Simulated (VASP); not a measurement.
A run of VASP 6.6.1 is set up as follows.

INCAR

```
PREC = Accurate
ENCUT = 520
EDIFF = 1E-7
ISMEAR = 0
SIGMA = 0.15
LREAL = False
LASPH = True
NELM = 60
ALGO = Normal
ISIF = 2
LWAVE = False
LCHARG = True
GGA = PE
LELF = True
LVHAR = True
NBANDS = 13
```

The input KPOINTS:

```
regular mesh
0
Gamma
  20 20 20
```

The input POSCAR:

```
Mo
1.0
    0.0000000000      1.8538000000      2.1762000000
    1.8538000000      0.0000000000      2.1762000000
    1.8538000000      1.8538000000      0.0000000000
Mo
1
Direct
    0.0000000000      0.0000000000      0.0000000000
```

Potentials or basis: VASP PAW PBE potentials, release 64 (Mo_sv).

The run is started by

```bash
$ cat potpaw_PBE.64/Mo_sv/POTCAR > POTCAR
$ mpirun -np 1 vasp_std > vasp.out
```

(1) What does it give for the pressure?

(2) What does it give for the band gap on the k mesh?

Results:

(1) 21.0 GPa.

(2) zero (band 7 reaches 16.55 eV, above the bottom of band 8 at 12.58 eV).

Caveat: the cell differs from its parent crystal (strain -0.080 along x and y, +0.080 along z).
